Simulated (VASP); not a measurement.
# Sb (Pm-3m) in VASP: a series of runs, part 2 of 3

VASP 6.6.1. Earlier steps stand in the parts before.

## (3) Relaxation of cell and atoms, r2SCAN

This run uses another cell than the first one, of 31.55 Å³/atom.

The input, POSCAR:

```
Sb
1.0
    3.1600000000      0.0000000000      0.0000000000
    0.0000000000      3.1600000000      0.0000000000
    0.0000000000      0.0000000000      3.1600000000
Sb
1
Direct
    0.0000000000      0.0000000000      0.0000000000
```

The input, INCAR.step1:

```
SYSTEM = Sb
PREC     = Accurate       ! precision mode
ENCUT    = 600            ! plane-wave cutoff, eV
ISMEAR   = 0              ! smearing method
SIGMA    = 0.1            ! smearing width, eV
LREAL    = .FALSE.        ! projectors in reciprocal space
LASPH    = .TRUE.         ! aspherical terms in the spheres
NELM     = 60             ! most SCF steps
GGA      = PE             ! functional
ALGO     = Normal         ! electronic algorithm
EDIFF    = 1E-4           ! SCF threshold, eV
LWAVE    = .TRUE.         ! write WAVECAR
LCHARG   = .FALSE.        ! write CHGCAR
```

The input, INCAR.step2:

```
SYSTEM = Sb
PREC     = Accurate       ! precision mode
ENCUT    = 600            ! plane-wave cutoff, eV
EDIFF    = 1E-7           ! SCF threshold, eV
ISMEAR   = 0              ! smearing method
SIGMA    = 0.1            ! smearing width, eV
LREAL    = .FALSE.        ! projectors in reciprocal space
LASPH    = .TRUE.         ! aspherical terms in the spheres
NELM     = 60             ! most SCF steps
ALGO     = Normal         ! electronic algorithm
ISIF     = 3              ! what is computed and relaxed
LWAVE    = .FALSE.        ! write WAVECAR
LCHARG   = .FALSE.        ! write CHGCAR
METAGGA  = R2SCAN         ! meta-GGA
LMIXTAU  = .TRUE.       
IBRION   = 2              ! ionic algorithm
NSW      = 80             ! ionic steps
EDIFFG   = -0.02          ! ionic threshold
ISTART   = 1
```

The input, KPOINTS:

```
regular mesh
0
G
  14 14 14
  0 0 0
```

Potentials or basis: VASP PAW PBE potentials, release 64 (Sb).

The run is started by

```console
$ cat potpaw_PBE.64/Sb/POTCAR > POTCAR
$ cp INCAR.step1 INCAR
$ mpirun -np 1 vasp_std > vasp.out
$ cp INCAR.step2 INCAR
$ mpirun -np 1 vasp_std > vasp.out
```

OUTCAR:

```text
SYSTEM = Sb
   PREC = Accurate
   ENCUT = 600
   EDIFF = 1E-7
   ISMEAR = 0
   LREAL = .FALSE.
   LASPH = .TRUE.
   NELM = 60
   ISIF = 3
   METAGGA = R2SCAN
   IBRION = 2
   NSW = 80
   EDIFFG = -0.02
   ISTART = 1

 ion  position               nearest neighbor table
   1  0.000  0.000  0.000-

  LATTYP: Found a simple cubic cell.
 ALAT       =     3.1600000000

  Lattice vectors:

 A1 = (   3.1600000000,   0.0000000000,   0.0000000000)
 A2 = (   0.0000000000,   3.1600000000,   0.0000000000)
 A3 = (   0.0000000000,   0.0000000000,   3.1600000000)

Analysis of symmetry for initial positions (statically):
=====================================================================
 Subroutine PRICEL returns:
 Original cell was already a primitive cell.

 Routine SETGRP: Setting up the symmetry group for a
 simple cubic supercell.

 Subroutine GETGRP returns: Found 48 space group operations
 (whereof 48 operations were pure point group operations)
 out of a pool of 48 trial point group operations.

The static configuration has the point symmetry O_h .

Analysis of symmetry for dynamics (positions and initial velocities):
=====================================================================
 Subroutine PRICEL returns:
 Original cell was already a primitive cell.

 Routine SETGRP: Setting up the symmetry group for a
 simple cubic supercell.

 Subroutine GETGRP returns: Found 48 space group operations
 (whereof 48 operations were pure point group operations)
 out of a pool of 48 trial point group operations.

The dynamic configuration has the point symmetry O_h .

 Subroutine INISYM returns: Found 48 space group operations
 (whereof 48 operations are pure point group operations),
 and found     1 'primitive' translations

----------------------------------------------------------------------------------------

                                     Primitive cell

  volume of cell :      31.5545
[... 88 lines left out ...]
   LREAL  =      F    real-space projection
   EDIFFG = -.2E-01   stopping-criterion for IOM
   NSW    =     80    number of steps for IOM
   IBRION =      2    ionic relax: 0-MD 1-quasi-New 2-CG
   NFREE  =      1    steps in history (QN), initial steepest desc. (CG)
   ISIF   =      3    stress and relaxation
   ISYM   =      2    0-nonsym 1-usesym 2-fastsym
   POTIM  = 0.5000    time-step for ionic-motion
   TEBEG  =    0.0;   TEEND  =   0.0 temperature during run
   PSTRESS=    0.0 pullay stress
   NELECT =       5.0000    total number of electrons
   NUPDOWN=      -1.0000    fix difference up-down
   EMIN   =  10.00;   EMAX   =-10.00  energy-range for DOS
   EFERMI =   0.00;   METHOD = LEGACY
   ISMEAR =     0;   SIGMA  =   0.10  broadening in eV -4-tet -1-fermi 0-gaus
   EFERMI_NEDOS =   21; number of points for ismear=-14 and -15
   IALGO  =     38    algorithm
   IMIX   =      4    mixing-type and parameters
     AMIX     =   0.40;   BMIX     =  1.00
     AMIX_MAG =   1.60;   BMIX_MAG =  1.00
  volume/ion in A,a.u.               =      31.55       212.94
  Fermi-wavevector in a.u.,A,eV,Ry     =   0.885886  1.674081 10.677766  0.784794
  Thomas-Fermi vector in A             =   2.006979
   LORBIT       =      0    0 simple, 1 ext, 2 COOP (PROOUT), +10 PAW based schemes
   METAGGA = R2SCAN    functional components
   LHFCALC =     F    Hartree Fock is set to
   AEXX    =    0.0000 exact exchange contribution
   IVDW    =     0    specifies the selected vdW correction
   LEPSILON=     F    determine dielectric tensor
   LRPA    =     F    only Hartree local field effects (RPA)
 conjugate gradient relaxation of ions
 non-spin polarized calculation
 Gauss-broadening in eV      SIGMA  =   0.10
  energy-cutoff  :      600.00
  volume of cell :       31.55
 maximum number of plane-waves:      1070
 NGX is ok and might be reduce to    28
   NGX = 13   NGY = 13   NGZ = 13

--------------------------------------- Ionic step        1  -------------------------------------------

 number of electron       5.0000000 magnetization

 Free energy of the ion-electron system (eV)
  ---------------------------------------------------
  ext. energy  EPLUGINS =         0.00000000
  ---------------------------------------------------
  free energy    TOTEN  =       -25.62057132 eV

  energy without entropy =      -25.61765898  energy(sigma->0) =      -25.61911515

 E-fermi :   6.2888     XC(G=0):  -9.8571

 val. band max:        6.2676134917   @ k =   0.2143   0.2143   0.2143
 cond. band min:       6.2949157311   @ k =   0.5000   0.2857   0.2143
 fundamental gap:      0.0273022394
 Fermi energy:         6.2887761779

 k-point     1 :       0.0000    0.0000    0.0000
  band No.  band energies     occupation
      1      -6.1751      2.00000
      2       9.6532      0.00000
      3       9.6532      0.00000
      4       9.6532      0.00000
      5      13.5642      0.00000
      6      13.5642      0.00000
[... 276 lines left out ...]
--------------------------------------- Ionic step        3  -------------------------------------------

 number of electron       5.0000000 magnetization

 Free energy of the ion-electron system (eV)
  ---------------------------------------------------
  ext. energy  EPLUGINS =         0.00000000
  ---------------------------------------------------
  free energy    TOTEN  =       -25.64536387 eV

  energy without entropy =      -25.64225472  energy(sigma->0) =      -25.64380929

 E-fermi :   7.1816     XC(G=0): -10.1663

 val. band max:        7.1719247665   @ k =   0.5000   0.2857   0.2143
 cond. band min:       7.1936760326   @ k =   0.5000   0.2857   0.2857
 fundamental gap:      0.0217512660
 Fermi energy:         7.1815849074

 k-point     1 :       0.0000    0.0000    0.0000
  band No.  band energies     occupation
      1      -5.8519      2.00000
      2      10.7046      0.00000
      3      10.7046      0.00000
      4      10.7046      0.00000
      5      14.4862      0.00000
      6      14.4862      0.00000
[... 235 lines left out ...]
  FREE ENERGIE OF THE ION-ELECTRON SYSTEM (eV)
  ---------------------------------------------------
  free  energy   TOTEN  =       -25.6453638692 eV

  energy  without entropy=      -25.6422547169  energy(sigma->0) =      -25.64380929

 reached required accuracy - stopping structural energy minimisation
```

OUTCAR.step1:

```text
SYSTEM = Sb
   PREC = Accurate
   ENCUT = 600
   ISMEAR = 0
   LREAL = .FALSE.
   LASPH = .TRUE.
   NELM = 60
[... 433 lines left out ...]
 -----------------------------------------------------------------------------------
      0.00000      0.00000      0.00000         0.000000      0.000000      0.000000
 -----------------------------------------------------------------------------------
    total drift:                                0.000000      0.000000      0.000000

  FREE ENERGIE OF THE ION-ELECTRON SYSTEM (eV)
  ---------------------------------------------------
  free  energy   TOTEN  =        -4.0850812519 eV

  energy  without entropy=       -4.0816322430  energy(sigma->0) =       -4.08335675
```

It took 2.5 min on 1 thread of Intel Xeon Platinum 8559C (Emerald Rapids), shared host; peak memory 0.19 GiB.

Results:

- Free energy: -25.6454 eV
- Relaxed volume: 29.44 Å³/atom
- Relaxed cell: a = 3.088 Å, b = 3.088 Å, c = 3.088 Å, α = 90.00°, β = 90.00°, γ = 90.00°
- Space group after relaxing (to 0.1 Å): Pm-3m (No. 221)
- Energy gained by relaxing: 24.8 meV/atom
- Ionic steps: 3
- Pressure after relaxing: 0.0 GPa
- Band gap on the k mesh: zero (an odd number of electrons rules out a gap without spin polarisation)

The path:
| step | energy change (eV) | largest force (eV/Å) | pressure (GPa) | volume (Å³) |
| --- | --- | --- | --- | --- |
| 1 | 0.0000 | 0.0000 | -3.53 | 31.55 |
| 2 | -0.0187 | 0.0000 | 2.11 | 28.48 |
| 3 | -0.0248 | 0.0000 | 0.00 | 29.44 |

Final structure:
```
Sb
1.0
     3.08781    0.00000    0.00000
     0.00000    3.08781    0.00000
     0.00000    0.00000    3.08781
Sb
1
Direct
  0.00000 0.00000 0.00000
```

Caveat: the PAW data sets were made with another functional, which shifts forces and pressure a little; spin-orbit coupling is left out, which moves the levels of the heavy elements; an odd number of electrons without spin polarisation forces a metal; a magnetic or distorted state may lie lower.

## (4) Relaxation of cell and atoms, r2SCAN, target pressure 5 GPa, at which the enthalpy is minimised

This run uses another cell than the first one, of 31.55 Å³/atom.

POSCAR is that of step 3.

The input, INCAR.step1:

```
PREC = Accurate
ENCUT = 600
ISMEAR = 0
SIGMA = 0.1
LREAL = F
LASPH = T
NELM = 60
GGA = PE
ALGO = Normal
EDIFF = 1E-4
LWAVE = T
LCHARG = F
```

The input, INCAR.step2:

```
PREC = Accurate
ENCUT = 600
EDIFF = 1E-7
ISMEAR = 0
SIGMA = 0.1
LREAL = F
LASPH = T
NELM = 60
ALGO = Normal
ISIF = 3
LWAVE = F
LCHARG = F
METAGGA = R2SCAN
LMIXTAU = T
IBRION = 2
NSW = 80
EDIFFG = -0.02
PSTRESS = 50.0
ISTART = 1
```

The input, KPOINTS:

```
regular mesh
0
Gamma
  14 14 14
```

Potentials or basis: VASP PAW PBE potentials, release 64 (Sb).

The run is started by

```console
$ cat potpaw_PBE.64/Sb/POTCAR > POTCAR
$ cp INCAR.step1 INCAR
$ mpirun -np 1 vasp_std > vasp.out
$ cp INCAR.step2 INCAR
$ mpirun -np 1 vasp_std > vasp.out
```

OUTCAR:

```text
PREC = Accurate
   ENCUT = 600
   EDIFF = 1E-7
   ISMEAR = 0
   LREAL = F
   LASPH = T
   NELM = 60
   ISIF = 3
   METAGGA = R2SCAN
   IBRION = 2
   NSW = 80
   EDIFFG = -0.02
   PSTRESS = 50.0
   ISTART = 1

 ion  position               nearest neighbor table
   1  0.000  0.000  0.000-

  LATTYP: Found a simple cubic cell.
 ALAT       =     3.1600000000

  Lattice vectors:

 A1 = (   3.1600000000,   0.0000000000,   0.0000000000)
 A2 = (   0.0000000000,   3.1600000000,   0.0000000000)
 A3 = (   0.0000000000,   0.0000000000,   3.1600000000)

Analysis of symmetry for initial positions (statically):
=====================================================================
 Subroutine PRICEL returns:
 Original cell was already a primitive cell.

 Routine SETGRP: Setting up the symmetry group for a
 simple cubic supercell.

 Subroutine GETGRP returns: Found 48 space group operations
 (whereof 48 operations were pure point group operations)
 out of a pool of 48 trial point group operations.

The static configuration has the point symmetry O_h .

Analysis of symmetry for dynamics (positions and initial velocities):
=====================================================================
 Subroutine PRICEL returns:
 Original cell was already a primitive cell.

 Routine SETGRP: Setting up the symmetry group for a
[... 133 lines left out ...]
   LEPSILON=     F    determine dielectric tensor
   LRPA    =     F    only Hartree local field effects (RPA)
 conjugate gradient relaxation of ions
 non-spin polarized calculation
 Gauss-broadening in eV      SIGMA  =   0.10
  energy-cutoff  :      600.00
  volume of cell :       31.55
 maximum number of plane-waves:      1070
 NGX is ok and might be reduce to    28
   NGX = 13   NGY = 13   NGZ = 13

--------------------------------------- Ionic step        1  -------------------------------------------

 number of electron       5.0000000 magnetization

 Free energy of the ion-electron system (eV)
  ---------------------------------------------------
  ext. energy  EPLUGINS =         0.00000000
  ---------------------------------------------------
  free energy    TOTEN  =       -25.62057132 eV

  energy without entropy =      -25.61765898  energy(sigma->0) =      -25.61911515

 E-fermi :   6.2888     XC(G=0):  -9.8571

 val. band max:        6.2676134917   @ k =   0.2143   0.2143   0.2143
 cond. band min:       6.2949157311   @ k =   0.5000   0.2857   0.2143
 fundamental gap:      0.0273022394
 Fermi energy:         6.2887761779

 k-point     1 :       0.0000    0.0000    0.0000
  band No.  band energies     occupation
      1      -6.1751      2.00000
      2       9.6532      0.00000
      3       9.6532      0.00000
      4       9.6532      0.00000
      5      13.5642      0.00000
      6      13.5642      0.00000
[... 317 lines left out ...]
--------------------------------------- Ionic step        4  -------------------------------------------

 number of electron       5.0000001 magnetization

 Free energy of the ion-electron system (eV)
  ---------------------------------------------------
  ext. energy  EPLUGINS =         0.00000000
  ---------------------------------------------------
  free energy    TOTEN  =       -25.61507768 eV

  energy without entropy =      -25.61187399  energy(sigma->0) =      -25.61347583

 E-fermi :   8.2010     XC(G=0): -10.4977

 val. band max:        8.1958283631   @ k =   0.2143   0.2143   0.1429
 cond. band min:       8.2396348992   @ k =   0.2857   0.2143   0.0714
 fundamental gap:      0.0438065361
 Fermi energy:         8.2010396703

 k-point     1 :       0.0000    0.0000    0.0000
  band No.  band energies     occupation
      1      -5.4992      2.00000
      2      11.8699      0.00000
      3      11.8699      0.00000
      4      11.8699      0.00000
      5      15.5238      0.00000
      6      15.5238      0.00000
[... 239 lines left out ...]
  energy  without entropy=      -25.6118739913  energy(sigma->0) =      -25.61347583

  enthalpy is  TOTEN    =       -24.7607903483 eV   P V=        0.8542873284

 reached required accuracy - stopping structural energy minimisation
```

Wall time 2.8 min (1 thread of Intel Xeon Platinum 8559C (Emerald Rapids), shared host); peak memory 0.2 GiB.

Results:

* Free energy: -25.6151 eV
* Relaxed volume: 27.37 Å³/atom
* Relaxed cell: a = 3.014 Å, b = 3.014 Å, c = 3.014 Å, α = 90.00°, β = 90.00°, γ = 90.00°
* Space group after relaxing (to 0.1 Å): Pm-3m (No. 221)
* Energy change on relaxing (the run minimises the enthalpy): +5.5 meV/atom
* Ionic steps: 4
* Pressure after relaxing: 5.0 GPa
* Band gap on the k mesh: zero (an odd number of electrons rules out a gap without spin polarisation)

Step by step:
```csv
step,energy change (eV),largest force (eV/Å),pressure (GPa),volume (Å³)
1,0.0000,0.0000,-3.53,31.55
2,0.1925,0.0000,17.04,24.48
3,0.0031,0.0000,4.78,27.45
4,0.0055,0.0000,5.01,27.37
```

Final structure:
```
CELL_PARAMETERS angstrom
3.01380 0.00000 0.00000
0.00000 3.01380 0.00000
0.00000 0.00000 3.01380
ATOMIC_POSITIONS crystal
Sb 0.00000 0.00000 0.00000
```

Caveat: the cell is relaxed towards a set pressure, so the run minimises the enthalpy, not the energy; the PAW data sets were made with another functional, which shifts forces and pressure a little; spin-orbit coupling is left out, which moves the levels of the heavy elements; an odd number of electrons without spin polarisation forces a metal; a magnetic or distorted state may lie lower.

[end of part 2 of 3]

The gap in the log of VASP goes by the Fermi energy; the results here count the filled bands.